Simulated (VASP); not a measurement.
Gd, 2 atoms in the cell. It takes space group P6_3/mmc (No. 194, hexagonal). The conventional cell has a = 3.788 Å, b = 3.788 Å, c = 6.063 Å, α = 90.00°, β = 90.00°, γ = 120.00°. Within 4.9 Å of Gd (site symmetry -6m2) lie 12 Gd at 3.74 to 3.79 Å. 

- Program: VASP 6.6.1
- Task: single point
- Functional: revPBE
- Potentials or basis: VASP PAW PBE potentials, release 64 (Gd)
- Cutoff: 520 eV
- k mesh: 13 × 13 × 7
- Occupations: fermi-dirac, width 0.05 eV
- Spin: collinear spin, ferromagnetic start
- Starting moments: [7.394, 7.394] μB
- Dipole correction: no
- Further INCAR settings: ALGO = Normal; EDIFF = 1e-06; NBANDS = 29

Potentials or basis: VASP PAW PBE potentials, release 64 (Gd).

The run is started by

```bash
$ cat potpaw_PBE.64/Gd/POTCAR > POTCAR
$ mpirun -np 1 vasp_std > vasp.out
```

Hardware: 1 thread of Intel Xeon 8259CL (shared host).

How long does it take, and how much memory?

Wall time 43 min on 1 thread of Intel Xeon 8259CL (shared host), peak memory 0.43 GiB. Counts: scf iterations 45, k points 84.
